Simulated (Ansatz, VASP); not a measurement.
ZnS: VASP beside Ansatz

```
Zn S
1.0
     0.05409    2.73170    2.73170
     2.73170    0.05409    2.73170
     2.73170    2.73170    0.05409
Zn S
1 1
Direct
  0.00000 0.00000 0.00000
  0.75000 0.75000 0.75000
```

Change from the starting cell: equal xy, yz and zx shear strains of +2 %.

Alike in both runs: task single point; functional PBE; k mesh 8 × 8 × 8; occupations fermi-dirac, width 0.01 eV; no spin polarisation.

|  | VASP | Ansatz |
| --- | --- | --- |
| version | VASP 6.6.1 | Ansatz 0.2.0 |
| potentials or method | VASP PAW PBE potentials, release 64 (Zn, S), cutoff 520 eV | all-electron LAPW, scalar-relativistic |

VASP gave:

* gap on the k mesh at the Fermi level (eV): 2.05
* pressure (GPa): 1.7
* traceless stress, the component that is largest in VASP (GPa): -1.32
* rms of the force components (eV/Å): 0.099

Question: What did Ansatz give for the same quantities?

Answer: gap on the k mesh at the Fermi level (eV): 2.05; pressure (GPa): 1.5; traceless stress, the component that is largest in VASP (GPa): -1.31; rms of the force components (eV/Å): 0.097.

Atom by atom the forces differ by 0.002 eV/Å (rms over components). Ansatz ran all-electron here, and VASP with PAW potentials.
